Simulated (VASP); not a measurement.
Wanted: the native input for a VASP 6.6.1 run.

```
Task                   : single point
Functional             : r2SCAN
Potentials or basis    : VASP PAW PBE potentials, release 64 (Pt)
Cutoff                 : 520 eV
k mesh                 : 18 × 18 × 10
Occupations            : gaussian, width 0.15 eV
Spin                   : no spin polarisation
Dipole correction      : no
Further INCAR settings : ALGO = Normal; EDIFF = 1e-06; NBANDS = 17
```

Crystal: Pt.

```
Pt
1.0
     3.00222    0.00000    0.00000
    -1.50111    2.60000    0.00000
     0.00000    0.00000    4.79213
Pt
2
Direct
  0.66667 0.33333 0.75000
  0.33333 0.66667 0.25000
```

This cell differs from its parent crystal: strain +0.0875 x Voigt [1, 1, 0, 0, 0, 0].

The input as run:

POSCAR

```
Pt
1.0
    3.0022238572      0.0000000000      0.0000000000
   -1.5011119286      2.6000021281      0.0000000000
    0.0000000000      0.0000000000      4.7921340000
Pt
2
Direct
    0.6666666667      0.3333333333      0.7500000000
    0.3333333333      0.6666666667      0.2500000000
```

INCAR.step1

```
PREC = Accurate ; ENCUT = 520
ISMEAR = 0 ; SIGMA = 0.15
LREAL = False ; LASPH = True
NELM = 60 ; NBANDS = 17
GGA = PE ; ALGO = Normal
EDIFF = 1E-4 ; LWAVE = True
LCHARG = False
```

INCAR.step2

```
PREC = Accurate ; ENCUT = 520
EDIFF = 1E-6 ; ISMEAR = 0
SIGMA = 0.15 ; LREAL = False
LASPH = True ; NELM = 60
ALGO = Normal ; ISIF = 2
LWAVE = False ; LCHARG = False
METAGGA = R2SCAN ; LMIXTAU = True
NBANDS = 17 ; ISTART = 1
```

KPOINTS

```
Automatic mesh
0
Gamma
  18 18 10
```

Potentials or basis: VASP PAW PBE potentials, release 64 (Pt).

Launch:

```console
$ cat potpaw_PBE.64/Pt/POTCAR > POTCAR
$ cp INCAR.step1 INCAR
$ mpirun -np 1 vasp_std > vasp.out
$ cp INCAR.step2 INCAR
$ mpirun -np 1 vasp_std > vasp.out
```

Results of the run:

| Quantity | Value |
| --- | --- |
| Pressure | -29.7 GPa |
| Band gap on the k mesh | zero (bands 10 and 11 overlap by 0.90 eV) |

Caveat: the cell differs from its parent crystal (strain +0.0875 x Voigt [1, 1, 0, 0, 0, 0]); the cell stands under tension; the PAW data sets were made with another functional, which shifts forces and pressure a little; spin-orbit coupling is left out, which moves the levels of the heavy elements.

Run time: 4 min on 1 thread of Intel(R) Xeon(R) Platinum 8488C (Sapphire Rapids), with other jobs on the host, peak memory 0.25 GiB.
